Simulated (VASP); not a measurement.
Write the native input for VASP 6.6.1 that does the following.

```
Task                   : single point
Functional             : PBE
Potentials or basis    : VASP PAW PBE potentials, release 64 (Ir, Rh_pv)
Cutoff                 : 520 eV
k mesh                 : 6 × 6 × 6
Occupations            : gaussian, width 0.1 eV
Spin                   : no spin polarisation
Dipole correction      : no
Further INCAR settings : ALGO = Normal; EDIFF = 1e-06; NBANDS = 26
```

The structure of IrRh2 lies in POSCAR:

```
IrRh2
1.0
    4.3229647431      0.0000000000      0.0000000000
   -2.1614823716      3.7437972871      0.0000000000
    0.0000000000      0.0000000000      2.6901665254
Ir Rh
1 2
Direct
    0.0000000000      0.0000000000      0.0000000000
    0.3333333333      0.6666666667      0.5000000000
    0.6666666667      0.3333333333      0.5000000000
```

The input as run:

INCAR

```
PREC = Accurate
ENCUT = 520
EDIFF = 1E-6
ISMEAR = 0
SIGMA = 0.1
LREAL = False
LASPH = True
NELM = 60
ALGO = Normal
ISIF = 2
LWAVE = False
LCHARG = False
GGA = PE
NBANDS = 26
```

KPOINTS

```
regular mesh
0
Gamma
  6 6 6
```

Potentials or basis: VASP PAW PBE potentials, release 64 (Ir, Rh_pv).

The run is started by

```bash
$ cat potpaw_PBE.64/Ir/POTCAR potpaw_PBE.64/Rh_pv/POTCAR > POTCAR
$ mpirun -np 1 vasp_std > vasp.out
```

It gave:

The pressure is 0.0 GPa.

Caveat: the k points lie up to 0.39 Å⁻¹ apart.

Run time: 20 s on 1 thread of Intel Xeon 6975P-C (shared host), peak memory 0.17 GiB.
